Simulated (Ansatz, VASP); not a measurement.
Au in VASP and in Ansatz

File INCAR:

```
  ALGO = Normal
  EDIFF = 1E-6
  ENCUT = 520
  GGA = PE
  ISIF = 2
  ISMEAR = -1
  LASPH = True
  LCHARG = True
  LELF = True
  LREAL = False
  LVHAR = True
  LWAVE = False
  NBANDS = 12
  NELM = 100
  PREC = Accurate
  SIGMA = 0.08
```

KPOINTS

```
k-points
0
Gamma
  14 14 14
```

File POSCAR:

```
Au
1.0
    0.0000000000      2.0353485725      2.0659550000
    2.0353485725      0.0000000000      2.0659550000
    2.0353485725      2.0353485725      0.0000000000
Au
1
Direct
    0.0000000000      0.0000000000      0.0000000000
```

Input for Ansatz:

```yaml
crystal:
  lattice:
    - [0.0, 2.0353485725, 2.065955]
    - [2.0353485725, 0.0, 2.065955]
    - [2.0353485725, 2.0353485725, 0.0]
  atoms:
    - { symbol: Au, position: [0.0, 0.0, 0.0] }
kpoints:
  mp_grid: { grid: [14, 14, 14] }
scf:
  occupations: { method: fermi_dirac, width: 0.08 }
hamiltonian:
  xc: pbe
  pseudopotentials: { kind: all_electron, lapw: { basis_error: 0.00025 } }
output:
  forces: true
  stress: true
  eigenvalues: true
```

Change from the starting cell: z stretched by +1 % at fixed volume.

Alike in both runs: task single point; functional PBE; k mesh 14 × 14 × 14; occupations fermi-dirac, width 0.08 eV; no spin polarisation.

|  | VASP | Ansatz |
| --- | --- | --- |
| version | VASP 6.6.1 | Ansatz 0.2.0 |
| potentials or method | VASP PAW PBE potentials, release 64 (Au), cutoff 520 eV | all-electron LAPW, scalar-relativistic |

VASP gave:

- pressure (GPa): 7.5
- traceless stress, the component that is largest in VASP (GPa): -0.24

Question: Which values does Ansatz return?

Answer: Pressure (GPa): 7.8; traceless stress, the component that is largest in VASP (GPa): -0.23.

Ansatz ran all-electron here, and VASP with PAW potentials.

Spin-orbit coupling is off throughout.
